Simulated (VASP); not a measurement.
## Co: single point with PBEsol

Crystal: Co.

```
CELL_PARAMETERS angstrom
2.45505 0.00000 0.00000
-1.22753 2.12614 0.00000
0.00000 0.00000 3.97064
ATOMIC_POSITIONS crystal
Co 0.66667 0.33333 0.25000
Co 0.33333 0.66667 0.75000
```

```json
{
 "Program": "VASP 6.6.1",
 "Task": "single point",
 "Functional": "PBEsol",
 "Potentials or basis": "VASP PAW PBE potentials, release 64 (Co)",
 "Cutoff": "520 eV",
 "k mesh": "14 × 14 × 8",
 "Occupations": "fermi-dirac, width 0.1 eV",
 "Spin": "collinear spin, ferromagnetic start",
 "Starting moments": "[1.8, 1.8] μB",
 "Dipole correction": "no",
 "Further INCAR settings": "ALGO = Normal; EDIFF = 1e-06; NBANDS = 20"
}
```

```json
{"Pressure": "-1.0 GPa", "Net moment": "3.08 μB per cell", "Site moments": "Co +1.55 μB", "Valence electrons inside the program's atomic spheres": "Co 8.37"}
```

Levels at points of the mesh, in eV from the Fermi level:
Spin up:
| k point | band 8 | band 9 | band 10 | band 11 | band 12 | band 13 |
| --- | --- | --- | --- | --- | --- | --- |
| (0.00, 0.00, 0.00) | -1.90 | -1.90 | -0.71 | -0.71 | -0.16 | 6.76 |
| (0.50, 0.00, 0.00) | -0.57 | -0.47 | -0.41 | 1.44 | 3.55 | 10.01 |
| (0.00, 0.00, 0.50) | -2.69 | -1.04 | -1.04 | -1.04 | -1.04 | 15.51 |
| (0.50, 0.00, 0.50) | -1.00 | -0.47 | -0.47 | 1.64 | 1.64 | 7.67 |
Spin down:
```csv
k point,band 3,band 4,band 5,band 6,band 7,band 8,band 9,band 10,band 11,band 12
"(0.00, 0.00, 0.00)",-1.09,-1.07,-1.07,-0.68,-0.68,-0.22,-0.22,-0.14,1.08,1.08
"(0.50, 0.00, 0.00)",-3.49,-1.94,-1.23,-1.13,-0.69,1.22,1.36,1.39,2.66,4.51
"(0.00, 0.00, 0.50)",-1.67,-1.67,-1.14,-1.14,-1.14,-1.14,0.72,0.72,0.72,0.72
"(0.50, 0.00, 0.50)",-2.56,-2.56,-0.11,-0.11,0.24,0.24,1.32,1.32,2.31,2.31
```

It took 51 s on 1 thread of Intel(R) Xeon(R) Platinum 8488C (Sapphire Rapids), on a shared host, peak memory 0.18 GiB.

Caveat: the PAW data sets were made with another functional, which shifts forces and pressure a little.
